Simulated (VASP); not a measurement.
A run of VASP 6.6.1 is set up as follows.

The input INCAR:

```
SYSTEM = BaS
PREC = Accurate
ENCUT = 520
EDIFF = 1E-7
ISMEAR = 0
SIGMA = 0.01
LREAL = .False.
LASPH = .True.
NELM = 100
ALGO = Normal
ISIF = 2
LWAVE = .False.
LCHARG = .True.
GGA = PE
LELF = .True.
LVHAR = .True.
NBANDS = 15
```

Contents of KPOINTS:

```
regular mesh
0
Gamma
  4 4 4
  0 0 0
```

File POSCAR:

```
BaS
1.0
    0.0000000000      3.1010649383      3.1010649383
    3.1010649383      0.0000000000      3.1010649383
    3.1010649383      3.1010649383      0.0000000000
Ba S
1 1
Direct
    0.0000000000      0.0000000000      0.0000000000
    0.5000000000      0.5000000000      0.5000000000
```

Potentials or basis: VASP PAW PBE potentials, release 64 (Ba_sv, S).

Run with:

```bash
$ cat potpaw_PBE.64/Ba_sv/POTCAR potpaw_PBE.64/S/POTCAR > POTCAR
$ mpirun -np 1 vasp_std > vasp.out
```

What does it give for the pressure?

6.6 GPa.

What does it give for the band gap on the k mesh?

1.93 eV, indirect (least direct gap 2.00 eV).

Caveat: the k points lie up to 0.44 Å⁻¹ apart; spin-orbit coupling is left out, which moves the levels of the heavy elements. A k mesh can miss the band edges.
